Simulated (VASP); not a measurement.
Write the native input for VASP 6.6.1 that does the following.

- Task: single point
- Functional: PBE
- Potentials or basis: VASP PAW PBE potentials, release 64 (K_sv, F)
- Cutoff: 520 eV
- k mesh: 8 × 8 × 8
- Occupations: gaussian, width 0.05 eV
- Spin: no spin polarisation
- Dipole correction: no
- Further INCAR settings: ALGO = Normal; EDIFF = 1e-06; NBANDS = 15

The structure of KF lies in POSCAR:

```
KF
1.0
    0.1476858902      2.8007258335      2.8007258335
    2.8007258335      0.1476858902      2.8007258335
    2.8007258335      2.8007258335      0.1476858902
K F
1 1
Direct
    0.0000000000      0.0000000000      0.0000000000
    0.5000000000      0.5000000000      0.5000000000
```

The input as run:

INCAR

```
SYSTEM = KF
  PREC = Accurate
  ENCUT = 520
  EDIFF = 1E-6
  ISMEAR = 0
  SIGMA = 0.05
  LREAL = .False.
  LASPH = .True.
  NELM = 80
  ALGO = Normal
  ISIF = 2
  LWAVE = .False.
  LCHARG = .False.
  GGA = PE
  NBANDS = 15
```

KPOINTS

```
regular mesh
0
Gamma
  8 8 8
  0 0 0
```

Potentials or basis: VASP PAW PBE potentials, release 64 (K_sv, F).

The run is started by

```console
$ cat potpaw_PBE.64/K_sv/POTCAR potpaw_PBE.64/F/POTCAR > POTCAR
$ mpirun -np 1 vasp_std > vasp.out
```

It gave:

| Property | Result |
| --- | --- |
| Pressure | -0.5 GPa |
| Band gap on the k mesh | 5.80 eV |

Run time: 69 s on 1 thread of Intel Xeon 8259CL (shared host), peak memory 0.19 GiB.
